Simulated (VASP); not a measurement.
Set up this calculation in VASP 6.6.1, as the native input.

| Quantity | Value |
| --- | --- |
| Task | single point |
| Functional | PBE |
| Potentials or basis | VASP PAW PBE potentials, release 64 (Zn, Se) |
| Cutoff | 520 eV |
| k mesh | 6 × 6 × 6 |
| Occupations | fermi-dirac, width 0.02 eV |
| Spin | no spin polarisation |
| Dipole correction | no |
| Further INCAR settings | ALGO = Normal; EDIFF = 1e-06; NBANDS = 16 |

The structure of ZnSe (zinc blende type) lies in POSCAR:

```
ZnSe
1.0
    0.0000000000      2.8700000000      2.8700000000
    2.8700000000      0.0000000000      2.8700000000
    2.8700000000      2.8700000000      0.0000000000
Zn Se
1 1
Direct
    0.0000000000      0.0000000000      0.0000000000
    0.2500000000      0.2500000000      0.2500000000
```

The input as run:

INCAR

```
PREC = Accurate ; ENCUT = 520
EDIFF = 1E-6 ; ISMEAR = -1
SIGMA = 0.02 ; LREAL = F
LASPH = T ; NELM = 80
ALGO = Normal ; ISIF = 2
LWAVE = F ; LCHARG = F
GGA = PE ; NBANDS = 16
```

KPOINTS

```
regular mesh
0
Gamma
  6 6 6
```

Potentials or basis: VASP PAW PBE potentials, release 64 (Zn, Se).

The run is started by

```sh
$ cat potpaw_PBE.64/Zn/POTCAR potpaw_PBE.64/Se/POTCAR > POTCAR
$ mpirun -np 1 vasp_std > vasp.out
```

Results of the run:

- Pressure: 0.0 GPa
- Band gap on the k mesh: 1.14 eV

Run time: 15 s on 1 thread of Intel Xeon 8259CL, with other jobs on the host, peak memory 0.17 GiB.
